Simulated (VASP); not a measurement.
Write the native input for VASP 6.6.1 that does the following.

* Task: single point
* Functional: r2SCAN
* Potentials or basis: VASP PAW PBE potentials, release 64 (Mg, O)
* Cutoff: 520 eV
* k mesh: 10 × 10 × 10
* Occupations: gaussian, width 0.01 eV
* Spin: no spin polarisation
* Dipole correction: no
* Further INCAR settings: ALGO = Normal; EDIFF = 1e-07; NBANDS = 11

MgO:

```
Mg O
1.0
     2.62335    0.00000    0.00000
     0.00000    2.62335    0.00000
     0.00000    0.00000    2.62335
Mg O
1 1
Direct
  0.00000 0.00000 0.00000
  0.50000 0.50000 0.50000
```

These files were run (other wordings do the same):

POSCAR

```
MgO
1.0
    2.6233491285      0.0000000000      0.0000000000
    0.0000000000      2.6233491285      0.0000000000
    0.0000000000      0.0000000000      2.6233491285
Mg O
1 1
Direct
    0.0000000000      0.0000000000      0.0000000000
    0.5000000000      0.5000000000      0.5000000000
```

INCAR.step1

```
SYSTEM = MgO
PREC = Accurate ; ENCUT = 520
ISMEAR = 0 ; SIGMA = 0.01
LREAL = .FALSE. ; LASPH = .TRUE.
NELM = 60 ; NBANDS = 11
GGA = PE ; ALGO = Normal
EDIFF = 1E-4 ; LWAVE = .TRUE.
LCHARG = .FALSE.
```

INCAR.step2

```
SYSTEM = MgO
PREC = Accurate ; ENCUT = 520
EDIFF = 1E-7 ; ISMEAR = 0
SIGMA = 0.01 ; LREAL = .FALSE.
LASPH = .TRUE. ; NELM = 60
ALGO = Normal ; ISIF = 2
LWAVE = .FALSE. ; LCHARG = .FALSE.
METAGGA = R2SCAN ; LMIXTAU = .TRUE.
NBANDS = 11 ; ISTART = 1
```

KPOINTS

```
regular mesh
0
G
  10 10 10
  0 0 0
```

Potentials or basis: VASP PAW PBE potentials, release 64 (Mg, O).

Run with:

```console
$ cat potpaw_PBE.64/Mg/POTCAR potpaw_PBE.64/O/POTCAR > POTCAR
$ cp INCAR.step1 INCAR
$ mpirun -np 1 vasp_std > vasp.out
$ cp INCAR.step2 INCAR
$ mpirun -np 1 vasp_std > vasp.out
```

Results of the run:

```json
{"Pressure": "-1.2 GPa", "Band gap on the k mesh": "3.45 eV (least direct gap 4.51 eV)"}
```

Caveat: the PAW data sets were made with another functional, which shifts forces and pressure a little.

Run time: 15 s on 1 thread of Intel(R) Xeon(R) 6975P-C (Granite Rapids) (shared host), peak memory 0.13 GiB.
